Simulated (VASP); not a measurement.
Write the native input for VASP 6.6.1 that does the following.

* Task: relaxation of cell and atoms
* Functional: PBEsol
* Potentials or basis: VASP PAW PBE potentials, release 64 (Pb_d, F)
* Cutoff: 600 eV
* k mesh: 8 × 8 × 8
* Occupations: fermi-dirac, width 0.05 eV
* Spin: no spin polarisation
* Target pressure: 30 GPa
* Dipole correction: no
* Further INCAR settings: ALGO = Normal; EDIFF = 1e-07; IBRION = 2; EDIFFG = -0.01; NSW = 60; ISIF = 3

The structure of PbF2 lies in POSCAR:

```
PbF2
1.0
    0.0000000000      2.9636600000      2.9636600000
    2.9636600000      0.0000000000      2.9636600000
    2.9636600000      2.9636600000      0.0000000000
Pb F
1 2
Direct
    0.0000000000      0.0000000000      0.0000000000
    0.7500000000      0.7500000000      0.7500000000
    0.2500000000      0.2500000000      0.2500000000
```

One way to write it, as run:

INCAR

```
PREC = Accurate
ENCUT = 600
EDIFF = 1E-7
ISMEAR = -1
SIGMA = 0.05
LREAL = F
LASPH = T
NELM = 120
ALGO = Normal
ISIF = 3
LWAVE = F
LCHARG = F
GGA = PS
IBRION = 2
NSW = 60
EDIFFG = -0.01
PSTRESS = 300.0
GGA_COMPAT = F
NELMIN = 4
```

KPOINTS

```
Automatic mesh
0
Gamma
  8 8 8
```

Potentials or basis: VASP PAW PBE potentials, release 64 (Pb_d, F).

The run is started by

```console
$ cat potpaw_PBE.64/Pb_d/POTCAR potpaw_PBE.64/F/POTCAR > POTCAR
$ mpirun -np 1 vasp_std > vasp.out
```

It gave:

```yaml
Relaxed_volume: 13.60 Å³/atom
Relaxed_cell: a = 3.865 Å, b = 3.865 Å, c = 3.865 Å, α = 60.00°, β = 60.00°, γ = 60.00°
Space_group_after_relaxing_to_0.1_Å: Fm-3m (No. 225)
Energy_change_on_relaxing_the_run_minimises_the_enthalpy: +257.8 meV/atom
Ionic_steps: 5
Pressure_after_relaxing: 30.0 GPa
Band_gap_on_the_k_mesh: 4.06 eV (least direct gap 4.31 eV)
```

Caveat: the cell is relaxed towards a set pressure, so the run minimises the enthalpy, not the energy; the volume moved by over 15 % at a fixed basis, so the end points are rough; the PAW data sets were made with another functional, which shifts forces and pressure a little; spin-orbit coupling is left out, which moves the levels of the heavy elements.

It took 4.9 min on 1 thread of Intel Xeon 8259CL, on a shared host, peak memory 0.23 GiB.
